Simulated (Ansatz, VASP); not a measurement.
**One calculation of GaSi3S2, two programs**

```
CELL_PARAMETERS angstrom
8.30465 0.00000 0.00000
-4.15232 7.19204 0.00000
0.00000 0.00000 2.37818
ATOMIC_POSITIONS crystal
Ga 0.00000 0.00000 0.00000
Si 0.50000 0.00000 0.50000
Si 0.00000 0.50000 0.50000
Si 0.50000 0.50000 0.50000
S 0.33333 0.66667 0.50000
S 0.66667 0.33333 0.50000
```

Alike in both runs: task relaxation of cell and atoms; functional PBE; k mesh 6 × 6 × 16; occupations gaussian, width 0.1 eV; no spin polarisation.

|  | VASP | Ansatz |
| --- | --- | --- |
| version | VASP 6.6.1 | Ansatz 0.2.0 |
| potentials or method | VASP PAW PBE potentials, release 64 (Ga_d, Si, S), cutoff 600 eV | scalar-relativistic, plane waves, PAW |
| valence electrons in the cell | 37 | 37 |

VASP gave:

| Quantity | Value |
| --- | --- |
| gap on the k mesh at the Fermi level, each at its own relaxed structure (eV) | none |
| relaxed volume (Å³/atom) | 23.28 |
| relaxed cell length with the largest relative difference (Å) | 2.407 |

Question: Estimate Ansatz's values.

Answer: gap on the k mesh at the Fermi level, each at its own relaxed structure (eV): none; relaxed volume (Å³/atom): 23.29; relaxed cell length with the largest relative difference (Å): 2.408.

A gap of «none» marks a metal or a gap that the smearing closes.
